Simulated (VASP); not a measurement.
# MoS2 in VASP: vibrations by perturbation theory with LDA

Aim: the vibrations by perturbation theory of MoS2 with LDA.

All numbers are computed with VASP 6.6.1; they aren't measurements. Logs are shortened: lines on timing, memory, paths and dates and some standing lists are left out, and cuts for length are marked.

### Step 1. The cell of the first run

The cell holds a slab with vacuum, 3 atoms: a = 3.184 Å, b = 3.184 Å, c = 17.335 Å, α = 90.00°, β = 90.00°, γ = 120.00°.

### Step 2. Vibrations by perturbation theory, LDA

File INCAR:

```
  ALGO = Normal
  EDIFF = 1E-8
  ENCUT = 500
  GGA_COMPAT = F
  IBRION = 8
  ISIF = 2
  ISMEAR = 1
  LASPH = T
  LCHARG = F
  LREAL = F
  LWAVE = F
  NELM = 120
  NSW = 1
  PREC = Accurate
  SIGMA = 0.1
```

File KPOINTS:

```
k-points
0
Gamma
  10 10 2
```

File POSCAR:

```
MoS2
1.0
    3.1841260000      0.0000000000      0.0000000000
   -1.5920630000      2.7575340000      0.0000000000
    0.0000000000      0.0000000000     17.3346000000
Mo S
1 2
Direct
    0.0000000000      0.0000000000      0.0000000000
    0.3333333333      0.6666666667      0.0894930000
    0.3333333333      0.6666666667      0.9105070000
```

Potentials or basis: VASP PAW LDA potentials, release 64 (Mo_sv, S).

Launch:

```sh
$ cat potpaw_LDA.64/Mo_sv/POTCAR potpaw_LDA.64/S/POTCAR > POTCAR
$ mpirun -np 1 vasp_std > vasp.out
```

OUTCAR:

```text
EDIFF = 1E-8
   ENCUT = 500
   IBRION = 8
   ISIF = 2
   ISMEAR = 1
   LASPH = T
   LREAL = F
   NELM = 120
   NSW = 1
   PREC = Accurate

 ion  position               nearest neighbor table
   1  0.000  0.000  0.000-   2 2.41   3 2.41   2 2.41   3 2.41   2 2.41   3 2.41
   2  0.333  0.667  0.089-   1 2.41   1 2.41   1 2.41
   3  0.333  0.667  0.911-   1 2.41   1 2.41   1 2.41

  LATTYP: Found a hexagonal cell.
 ALAT       =     3.1841260000
 C/A-ratio  =     5.4440684822

  Lattice vectors:

 A1 = (   3.1841260000,   0.0000000000,   0.0000000000)
 A2 = (  -1.5920630000,   2.7575340000,   0.0000000000)
 A3 = (   0.0000000000,   0.0000000000,  17.3346000000)

Analysis of symmetry for initial positions (statically):
=====================================================================
 Subroutine PRICEL returns:
 Original cell was already a primitive cell.

 Routine SETGRP: Setting up the symmetry group for a
 hexagonal supercell.

 Subroutine GETGRP returns: Found 12 space group operations
 (whereof 12 operations were pure point group operations)
 out of a pool of 24 trial point group operations.

The static configuration has the point symmetry D_3h.

Analysis of symmetry for dynamics (positions and initial velocities):
=====================================================================
 Subroutine PRICEL returns:
 Original cell was already a primitive cell.

 Routine SETGRP: Setting up the symmetry group for a
 hexagonal supercell.

 Subroutine GETGRP returns: Found 12 space group operations
 (whereof 12 operations were pure point group operations)
 out of a pool of 24 trial point group operations.

The dynamic configuration has the point symmetry D_3h.

 Subroutine INISYM returns: Found 12 space group operations
 (whereof 12 operations are pure point group operations),
 and found     1 'primitive' translations

----------------------------------------------------------------------------------------

                                     Primitive cell

  volume of cell :     152.2036

  direct lattice vectors                    reciprocal lattice vectors
     3.184126000  0.000000000  0.000000000     0.314057924  0.181321427  0.000000000
    -1.592063000  2.757534000  0.000000000     0.000000000  0.362642854  0.000000000
     0.000000000  0.000000000 17.334600000     0.000000000  0.000000000  0.057688092

  length of vectors
     3.184126000  3.184125996 17.334600000     0.362642854  0.362642854  0.057688092

  position of ions in fractional coordinates (direct lattice)
     0.000000000  0.000000000  0.000000000
     0.333333333  0.666666667  0.089493000
     0.333333333  0.666666667  0.910507000

  ion indices of the primitive-cell ions
   primitive index   ion index
                 1           1
                 2           2
                 3           3

----------------------------------------------------------------------------------------

 KPOINTS: k-points

Automatic generation of k-mesh.
 Grid dimensions read from file:
 generate k-points for:   10   10    2

 Generating k-lattice:

  Cartesian coordinates                     Fractional coordinates (reciprocal lattice)
[... 92 lines left out ...]
 Methfessel and Paxton  Order N= 1 SIGMA  =   0.10
  energy-cutoff  :      500.00
  volume of cell :      152.20
 maximum number of plane-waves:      3900
 NGX is ok and might be reduce to    24
   NGX = 11   NGY = 11   NGZ = 63

--------------------------------------- Ionic step        1  -------------------------------------------

 number of electron      25.9999998 magnetization

 Free energy of the ion-electron system (eV)
  ---------------------------------------------------
  ext. energy  EPLUGINS =         0.00000000
  ---------------------------------------------------
  free energy    TOTEN  =       -24.32234032 eV

  energy without entropy =      -24.32299719  energy(sigma->0) =      -24.32255928

 E-fermi :  -1.5802     XC(G=0):  -4.4925

 val. band max:       -1.6142880736   @ k =   0.0000   0.0000   0.0000
 cond. band min:       0.1262386235   @ k =   0.3000   0.3000   0.0000
 fundamental gap:      1.7405266971
 Fermi energy:        -1.5802109212

 k-point     1 :       0.0000    0.0000    0.0000
  band No.  band energies     occupation
      1     -62.1429      2.00000
      2     -36.4875      2.00000
      3     -36.2699      2.00000
      4     -36.2699      2.00000
      5     -15.6717      2.00000
      6     -14.3155      2.00000
[... 457 lines left out ...]
      4     -36.3781      2.00000
      5     -13.7908      2.00000
      6     -13.5811      2.00000
[... 9 lines left out ...]
     16       2.1250      0.00000
     17       2.5676      0.00000

 [... further k-points ...]

------------------------ aborting loop because EDIFF is reached ----------------------------------------

  FORCE on cell =-STRESS in cart. coord.  units (eV):
  Direction    XX          YY          ZZ          XY          YZ          ZX
  --------------------------------------------------------------------------------------
  -------------------------------------------------------------------------------------
  Total       -2.2425356     -2.2425356     -1.2049935     -0.0000000      0.0000000      0.0000000
  in kB      -23.6061406    -23.6061406    -12.6844116     -0.0000000      0.0000000      0.0000000
  external PRESSURE =     -19.9655643 kB  Pullay stress =       0.0000000 kB

 VOLUME and BASIS-vectors are now :
 -----------------------------------------------------------------------------
  energy-cutoff  :      500.00
  volume of cell :      152.20
      direct lattice vectors                 reciprocal lattice vectors
     3.184126000  0.000000000  0.000000000     0.314057924  0.181321427  0.000000000
    -1.592063000  2.757534000  0.000000000     0.000000000  0.362642854  0.000000000
     0.000000000  0.000000000 17.334600000     0.000000000  0.000000000  0.057688092

 POSITION                                       TOTAL-FORCE (eV/Angst)
 -----------------------------------------------------------------------------------
      0.00000      0.00000      0.00000        -0.000000      0.000000      0.000000
     -0.00000      1.83836      1.55133        -0.000000      0.000000     -0.379794
     -0.00000      1.83836     15.78327         0.000000     -0.000000      0.379794
 -----------------------------------------------------------------------------------
    total drift:                                0.000000     -0.000000     -0.000000

  FREE ENERGIE OF THE ION-ELECTRON SYSTEM (eV)
  ---------------------------------------------------
  free  energy   TOTEN  =       -24.3223403201 eV

  energy  without entropy=      -24.3229971933  energy(sigma->0) =      -24.32255928

[... ionic steps 2 to 3 ...]

--------------------------------------- Ionic step        4  -------------------------------------------

------------------------ aborting loop because EDIFF is reached ----------------------------------------
[... 11 lines left out ...]
[... ionic steps 8 to 8 ...]

--------------------------------------- Ionic step        9  -------------------------------------------

 Free energy of the ion-electron system (eV)
  ---------------------------------------------------
  ---------------------------------------------------
  free energy    TOTEN  =        -0.15092080 eV

  energy without entropy =       -0.15092389

------------------------ aborting loop because EDIFF is reached ----------------------------------------

 INTERNAL STRAIN TENSOR  FOR ION    2  DIRECTION 3   (eV/Angst):
 -----------------------------------------------------------------------------
    -9.53006  0.00000  0.00000
     0.00000 -9.53006 -0.00000
     0.00000  0.00000-29.63602

 INTERNAL STRAIN TENSOR FOR ION    3 for displacements in x,y,z  (eV/Angst):
          X           Y           Z          XY          YZ          ZX
  --------------------------------------------------------------------------------
  x     0.00000     0.00000    -0.00000     2.80493    -0.00000    12.92540
  y     2.80493    -2.80493     0.00000     0.00000    14.56672     0.00000
  z     9.53006     9.53006    29.63602     0.00000     0.00000     0.00000

 SECOND DERIVATIVES (NOT SYMMETRIZED)
 ------------------------------------
               1X          1Y          1Z          2X          2Y          2Z          3X          3Y          3Z
  1X   -19.715576    0.000000    0.000000    9.857788   -0.000000    0.000000    9.857788   -0.000000    0.000000
  1Y    -0.000000  -19.715576    0.000000    0.000000    9.857788    0.000000    0.000000    9.857788    0.000000
  1Z     0.000000    0.000000  -29.553083    0.000000   -0.000000   14.776542    0.000000    0.000000   14.776542
  2X     9.881342    0.000000    0.000000   -9.470179    0.000000    0.000000   -0.411163    0.000000   -0.000000
  2Y     0.000000    9.881342    0.000000   -0.000000   -9.470179    0.000000    0.000000   -0.411163    0.000000
  2Z     0.000000    0.000000   14.800261    0.000000    0.000000  -16.833150    0.000000    0.000000    2.032889
  3X     9.881342    0.000000    0.000000   -0.411163    0.000000    0.000000   -9.470179    0.000000    0.000000
  3Y     0.000000    9.881342   -0.000000    0.000000   -0.411163   -0.000000   -0.000000   -9.470179    0.000000
  3Z    -0.000000    0.000000   14.800261    0.000000   -0.000000    2.032889   -0.000000    0.000000  -16.833150

 Eigenvectors and eigenvalues of the dynamical matrix
 ----------------------------------------------------

   1 f  =   13.714545 THz    86.171028 2PiTHz  457.467983 cm-1    56.718776 meV
             X         Y         Z           dx          dy          dz
      0.000000  0.000000  0.000000     0.000000    0.000000   -0.632661
     -0.000000  1.838356  1.551325    -0.000000   -0.000000    0.547604
     -0.000000  1.838356 15.783275    -0.000000   -0.000000    0.547604
[... 43 lines left out ...]
   9 f/i=    0.006550 THz     0.041154 2PiTHz    0.218482 cm-1     0.027088 meV
             X         Y         Z           dx          dy          dz
      0.000000  0.000000  0.000000     0.773221   -0.045363    0.000000
     -0.000000  1.838356  1.551325     0.446486   -0.026194    0.000000
     -0.000000  1.838356 15.783275     0.446486   -0.026194    0.000000

--------------------------------------------------------------------------------------------------------

 ELASTIC MODULI CONTR FROM IONIC RELAXATION (kBar)
 Direction    XX          YY          ZZ          XY          YZ          ZX
 --------------------------------------------------------------------------------
 XX        -116.6567    -86.0444   -315.1739     -0.0000     -0.0000      0.0000
 YY         -86.0444   -116.6567   -315.1739      0.0000     -0.0000      0.0000
 ZZ        -315.1739   -315.1739   -980.1094      0.0000     -0.0000      0.0000
 XY          -0.0000      0.0000      0.0000    -15.3061     -0.0000     -0.0000
 YZ          -0.0000     -0.0000     -0.0000     -0.0000   -493.1265      0.0000
 ZX           0.0000      0.0000      0.0000      0.0000      0.0000   -388.2602
 --------------------------------------------------------------------------------
```

Wall time 8.1 min (1 thread of Intel Xeon 6975P-C (Granite Rapids), shared host); peak memory 0.66 GiB.

What came out:

```yaml
Highest_phonon_frequency_at_Γ_LO-TO_splitting_left_out: 457 cm⁻¹
```

Phonon frequencies in cm⁻¹ (negative: imaginary):
```
              q point                    frequencies
(0.000, 0.000, 0.000)  0 0 0 277 277 374 374 400 457
```

Caveat: the cell stands under pressure or tension, which shifts response properties.
